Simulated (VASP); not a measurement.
# Br (Fm-3m) in VASP: notebook

The runs below take Br through single point, with PBE.

Everything below comes from runs of VASP 6.6.1. Logs are shortened: lines on timing, memory, paths and dates and some standing lists are left out, and cuts for length are marked.

## (1) The cell of the first run

It takes space group Fm-3m (No. 225, cubic). Conventional cell: a = 4.727 Å, b = 4.727 Å, c = 4.727 Å, α = 90.00°, β = 90.00°, γ = 90.00°. Br (site symmetry m-3m) has 12 Br at 3.34 Å within 4.4 Å.

## (2) Single point, PBE

The input, INCAR:

```
SYSTEM = Br
  PREC = Accurate
  ENCUT = 520
  EDIFF = 1E-6
  ISMEAR = -1
  SIGMA = 0.06122561905347299
  LREAL = .False.
  LASPH = .True.
  NELM = 100
  ALGO = Normal
  ISIF = 2
  LWAVE = .False.
  LCHARG = .True.
  GGA = PE
  LELF = .True.
  LVHAR = .True.
  NBANDS = 10
```

The input, KPOINTS:

```
Automatic mesh
0
Gamma
  20 20 20
  0 0 0
```

The input, POSCAR:

```
Br
1.0
    0.0000000000      2.3636382168      2.3636382168
    2.3636382168      0.0000000000      2.3636382168
    2.3636382168      2.3636382168      0.0000000000
Br
1
Direct
    0.0000000000      0.0000000000      0.0000000000
```

Potentials or basis: VASP PAW PBE potentials, release 64 (Br).

On the command line:

```sh
$ cat potpaw_PBE.64/Br/POTCAR > POTCAR
$ mpirun -np 1 vasp_std > vasp.out
```

OUTCAR:

```text
SYSTEM = Br
   PREC = Accurate
   ENCUT = 520
   EDIFF = 1E-6
   ISMEAR = -1
   LREAL = .False.
   LASPH = .True.
   NELM = 100
   ISIF = 2
   GGA = PE

 ion  position               nearest neighbor table
   1  0.000  0.000  0.000-

  LATTYP: Found a face centered cubic cell.
 ALAT       =     4.7272764336

  Lattice vectors:

 A1 = (   0.0000000000,   2.3636382168,   2.3636382168)
 A2 = (   2.3636382168,   0.0000000000,   2.3636382168)
 A3 = (   2.3636382168,   2.3636382168,   0.0000000000)

Analysis of symmetry for initial positions (statically):
=====================================================================
 Subroutine PRICEL returns:
 Original cell was already a primitive cell.

 Routine SETGRP: Setting up the symmetry group for a
 face centered cubic supercell.

 Subroutine GETGRP returns: Found 48 space group operations
 (whereof 48 operations were pure point group operations)
 out of a pool of 48 trial point group operations.

The static configuration has the point symmetry O_h .

Analysis of symmetry for dynamics (positions and initial velocities):
=====================================================================
 Subroutine PRICEL returns:
 Original cell was already a primitive cell.

 Routine SETGRP: Setting up the symmetry group for a
 face centered cubic supercell.

 Subroutine GETGRP returns: Found 48 space group operations
 (whereof 48 operations were pure point group operations)
 out of a pool of 48 trial point group operations.

The dynamic configuration has the point symmetry O_h .

 Subroutine INISYM returns: Found 48 space group operations
 (whereof 48 operations are pure point group operations),
 and found     1 'primitive' translations

----------------------------------------------------------------------------------------

                                     Primitive cell

  volume of cell :      26.4103

  direct lattice vectors                    reciprocal lattice vectors
     0.000000000  2.363638217  2.363638217    -0.211538296  0.211538296  0.211538296
     2.363638217  0.000000000  2.363638217     0.211538296 -0.211538296  0.211538296
     2.363638217  2.363638217  0.000000000     0.211538296  0.211538296 -0.211538296

  length of vectors
     3.342689223  3.342689223  3.342689223     0.366395076  0.366395076  0.366395076

  position of ions in fractional coordinates (direct lattice)
     0.000000000  0.000000000  0.000000000

  ion indices of the primitive-cell ions
   primitive index   ion index
                 1           1

----------------------------------------------------------------------------------------

 KPOINTS: Automatic mesh

Automatic generation of k-mesh.
 Grid dimensions read from file:
 generate k-points for:   20   20   20

 Generating k-lattice:

  Cartesian coordinates                     Fractional coordinates (reciprocal lattice)
    -0.010576915  0.010576915  0.010576915     0.050000000  0.000000000  0.000000000
     0.010576915 -0.010576915  0.010576915     0.000000000  0.050000000  0.000000000
     0.010576915  0.010576915 -0.010576915     0.000000000  0.000000000  0.050000000

  Length of vectors
     0.018319754  0.018319754  0.018319754

  Shift w.r.t. Gamma in fractional coordinates (k-lattice)
     0.000000000  0.000000000  0.000000000

 Subroutine IBZKPT returns following result:
 ===========================================

 Found    256 irreducible k-points:

 Following reciprocal coordinates:
            Coordinates               Weight
  0.000000  0.000000  0.000000      1.000000
  0.050000  0.000000  0.000000      8.000000
  0.100000  0.000000  0.000000      8.000000
  0.150000  0.000000  0.000000      8.000000
  0.200000  0.000000  0.000000      8.000000
  0.250000  0.000000  0.000000      8.000000
[... 16 lines left out ...]
 -0.400000  0.050000  0.000000     24.000000
 -0.350000  0.050000  0.000000     24.000000
 [... further k-points ...]
   k-points           NKPTS =    256   k-points in BZ     NKDIM =    256   number of bands    NBANDS=     10
   number of dos      NEDOS =    301   number of ions     NIONS =      1
   total plane-waves  NPLWV =  21952
   dimension x,y,z NGX =    28 NGY =   28 NGZ =   28
   dimension x,y,z NGXF=    56 NGYF=   56 NGZF=   56
   ions per type =               1
   NGX,Y,Z   is equivalent  to a cutoff of  13.93, 13.93, 13.93 a.u.
   NGXF,Y,Z  is equivalent  to a cutoff of  27.85, 27.85, 27.85 a.u.
 SYSTEM =  Br
   PREC   = accura    normal or accurate (medium, high low for compatibility)
   ISTART =      0    job   : 0-new  1-cont  2-samecut
   ICHARG =      2    charge: 1-file 2-atom 10-const
   ISPIN  =      1    spin polarized calculation?
   LNONCOLLINEAR =      F non collinear calculations
   LSORBIT =      F    spin-orbit coupling
   LASPH  =      T    aspherical Exc in radial PAW
   ENCUT  =  520.0 eV  38.22 Ry    6.18 a.u.   6.22  6.22  6.22*2*pi/ulx,y,z
   NELM   =    100;   NELMIN=  2; NELMDL= -5     # of ELM steps
   EDIFF  = 0.1E-05   stopping-criterion for ELM
   LREAL  =      F    real-space projection
   EDIFFG = 0.1E-04   stopping-criterion for IOM
   NSW    =      0    number of steps for IOM
   IBRION =     -1    ionic relax: 0-MD 1-quasi-New 2-CG
   NFREE  =      0    steps in history (QN), initial steepest desc. (CG)
   ISIF   =      2    stress and relaxation
   ISYM   =      2    0-nonsym 1-usesym 2-fastsym
   POTIM  = 0.5000    time-step for ionic-motion
   TEBEG  =    0.0;   TEEND  =   0.0 temperature during run
   PSTRESS=    0.0 pullay stress
   NELECT =       7.0000    total number of electrons
   NUPDOWN=      -1.0000    fix difference up-down
   EMIN   =  10.00;   EMAX   =-10.00  energy-range for DOS
   EFERMI =   0.00;   METHOD = LEGACY
   ISMEAR =    -1;   SIGMA  =   0.06  broadening in eV -4-tet -1-fermi 0-gaus
   EFERMI_NEDOS =   21; number of points for ismear=-14 and -15
   IALGO  =     38    algorithm
   IMIX   =      4    mixing-type and parameters
     AMIX     =   0.40;   BMIX     =  1.00
     AMIX_MAG =   1.60;   BMIX_MAG =  1.00
  volume/ion in A,a.u.               =      26.41       178.23
  Fermi-wavevector in a.u.,A,eV,Ry     =   1.051598  1.987232 15.046123  1.105859
  Thomas-Fermi vector in A             =   2.186648
   LORBIT       =      0    0 simple, 1 ext, 2 COOP (PROOUT), +10 PAW based schemes
   GGA     = PE    functional components
   LHFCALC =     F    Hartree Fock is set to
   AEXX    =    0.0000 exact exchange contribution
   IVDW    =     0    specifies the selected vdW correction
   LEPSILON=     F    determine dielectric tensor
   LRPA    =     F    only Hartree local field effects (RPA)
 non-spin polarized calculation
  energy-cutoff  :      520.00
  volume of cell :       26.41
 maximum number of plane-waves:       728
 NGX is ok and might be reduce to    28
   NGX = 13   NGY = 13   NGZ = 13

 number of electron       7.0000000 magnetization

 Free energy of the ion-electron system (eV)
  ---------------------------------------------------
  ext. energy  EPLUGINS =         0.00000000
  ---------------------------------------------------
  free energy    TOTEN  =        -0.98910078 eV

  energy without entropy =       -0.96741000  energy(sigma->0) =       -0.97825539

 E-fermi :   1.5073     XC(G=0):  -9.3038

 val. band max:        1.5063870853   @ k =  -0.3500   0.2000   0.0500
 cond. band min:       1.5135002363   @ k =   0.2500   0.2000   0.0500
 fundamental gap:      0.0071131510
 Fermi energy:         1.5072700204

 k-point     1 :       0.0000    0.0000    0.0000
  band No.  band energies     occupation
      1     -13.7417      2.00000
      2       2.3767      0.00000
      3       2.3767      0.00000
      4       2.3767      0.00000
      5       9.4972      0.00000
      6      14.0607      0.00000
      7      14.0607      0.00000
      8      14.0607      0.00000
      9      18.1840      0.00000
     10      18.2367      0.00000

 k-point     2 :       0.0500    0.0000    0.0000
  band No.  band energies     occupation
      1     -13.7149      2.00000
      2       2.1815      0.00003
      3       2.3588      0.00000
      4       2.3588      0.00000
      5       9.6711      0.00000
      6      13.8903      0.00000
      7      14.1218      0.00000
      8      14.1218      0.00000
      9      18.0422      0.00000
     10      18.0422      0.00000

 k-point     3 :       0.1000    0.0000    0.0000
  band No.  band energies     occupation
      1     -13.6355      2.00000
      2       1.6602      0.15193
      3       2.3075      0.00000
      4       2.3075      0.00000
      5      10.1007      0.00000
      6      13.5562      0.00000
      7      14.2836      0.00000
      8      14.2836      0.00000
      9      17.6235      0.00000
     10      17.6235      0.00000

 k-point     4 :       0.1500    0.0000    0.0000
  band No.  band energies     occupation
      1     -13.5078      2.00000
      2       0.9423      1.99980
      3       2.2301      0.00001
      4       2.2301      0.00001
      5      10.5470      0.00000
      6      13.3780      0.00000
      7      14.4674      0.00000
      8      14.4674      0.00000
      9      17.2598      0.00000
     10      17.2598      0.00000
[... 222 lines left out ...]
 k-point    22 :      -0.4500    0.0500    0.0000
  band No.  band energies     occupation
      1     -12.3817      2.00000
      2      -2.8961      2.00000
      3       1.5887      0.41857
      4       1.7384      0.04485
      5      10.0589      0.00000
      6      13.1734      0.00000
      7      13.5288      0.00000
      8      16.3878      0.00000
      9      19.4041      0.00000
     10      21.0095      0.00000

 k-point    23 :      -0.4000    0.0500    0.0000
  band No.  band energies     occupation
      1     -12.4773      2.00000
      2      -2.6492      2.00000
      3       1.5933      0.39405
      4       1.7992      0.01685
      5      10.1419      0.00000
      6      13.3225      0.00000
      7      13.6031      0.00000
      8      16.2540      0.00000
      9      19.0311      0.00000
     10      19.9484      0.00000

 k-point    24 :      -0.3500    0.0500    0.0000
  band No.  band energies     occupation
      1     -12.6372      2.00000
      2      -2.2130      2.00000
      3       1.6288      0.24173
      4       1.8811      0.00445
      5      10.2896      0.00000
      6      13.5611      0.00000
      7      13.7700      0.00000
      8      15.8608      0.00000
      9      18.7329      0.00000
     10      18.8740      0.00000

 [... further k-points ...]

------------------------ aborting loop because EDIFF is reached ----------------------------------------

  FORCE on cell =-STRESS in cart. coord.  units (eV):
  Direction    XX          YY          ZZ          XY          YZ          ZX
  --------------------------------------------------------------------------------------
  -------------------------------------------------------------------------------------
  Total        0.0012434      0.0012434      0.0012434     -0.0000000     -0.0000000      0.0000000
  in kB        0.0754324      0.0754324      0.0754324     -0.0000000     -0.0000000      0.0000000
  external PRESSURE =       0.0754324 kB  Pullay stress =       0.0000000 kB

 VOLUME and BASIS-vectors are now :
 -----------------------------------------------------------------------------
  energy-cutoff  :      520.00
  volume of cell :       26.41
      direct lattice vectors                 reciprocal lattice vectors
     0.000000000  2.363638217  2.363638217    -0.211538296  0.211538296  0.211538296
     2.363638217  0.000000000  2.363638217     0.211538296 -0.211538296  0.211538296
     2.363638217  2.363638217  0.000000000     0.211538296  0.211538296 -0.211538296

 POSITION                                       TOTAL-FORCE (eV/Angst)
 -----------------------------------------------------------------------------------
      0.00000      0.00000      0.00000         0.000000     -0.000000      0.000000
 -----------------------------------------------------------------------------------
    total drift:                                0.000000      0.000000      0.000000

  FREE ENERGIE OF THE ION-ELECTRON SYSTEM (eV)
  ---------------------------------------------------
  free  energy   TOTEN  =        -0.9891007792 eV

  energy  without entropy=       -0.9674099960  energy(sigma->0) =       -0.97825539
```

Run time: 74 s. Hardware: 1 thread of Intel Xeon Platinum 8259CL at 2.50GHz (Skylake/Cascade Lake), shared host; peak memory 0.2 GiB.

Results:

```yaml
Free_energy: -0.9891 eV
Pressure: 0.0 GPa
```

Caveat: an odd number of electrons without spin polarisation forces a metal; a magnetic or distorted state may lie lower.

## (3) Single point, PBE

This run uses another cell than the first one, of 27.99 Å³/atom, 1.060 times its volume.

The input, INCAR:

```
  PREC = Accurate
  ENCUT = 520
  EDIFF = 1E-7
  ISMEAR = -1
  SIGMA = 0.06122561905347299
  LREAL = False
  LASPH = True
  NELM = 100
  ALGO = Normal
  ISIF = 2
  LWAVE = False
  LCHARG = False
  GGA = PE
  NBANDS = 10
```

The input, KPOINTS:

```
Automatic mesh
0
Gamma
  40 40 40
```

The input, POSCAR:

```
Br
1.0
    0.0000000000      2.4099958334      2.4099958334
    2.4099958334      0.0000000000      2.4099958334
    2.4099958334      2.4099958334      0.0000000000
Br
1
Direct
    0.0000000000      0.0000000000      0.0000000000
```

Potentials or basis: VASP PAW PBE potentials, release 64 (Br).

On the command line:

```sh
$ cat potpaw_PBE.64/Br/POTCAR > POTCAR
$ mpirun -np 1 vasp_std > vasp.out
```

It took 4.1 min on 1 thread of AMD EPYC 9R14 (Zen 4), shared host; peak memory 0.49 GiB.

The run converged. Its results:

- Free energy: -0.9819 eV
- Pressure: -1.4 GPa

Levels at points of the mesh, in eV from the Fermi level:
| k point | band 1 | band 2 | band 3 | band 4 | band 5 | band 6 | band 7 | band 8 | band 9 |
| --- | --- | --- | --- | --- | --- | --- | --- | --- | --- |
| (0.00, 0.00, 0.00) | -14.91 | 0.78 | 0.78 | 0.78 | 7.68 | 12.53 | 12.53 | 12.53 | 16.50 |
| (0.50, 0.00, 0.00) | -13.73 | -4.08 | 0.21 | 0.21 | 8.36 | 11.93 | 11.93 | 14.37 | 17.76 |
| (0.50, 0.50, 0.00) | -13.33 | -3.64 | -0.96 | -0.96 | 6.85 | 8.05 | 17.85 | 19.92 | 20.54 |

Caveat: an odd number of electrons without spin polarisation forces a metal; a magnetic or distorted state may lie lower.
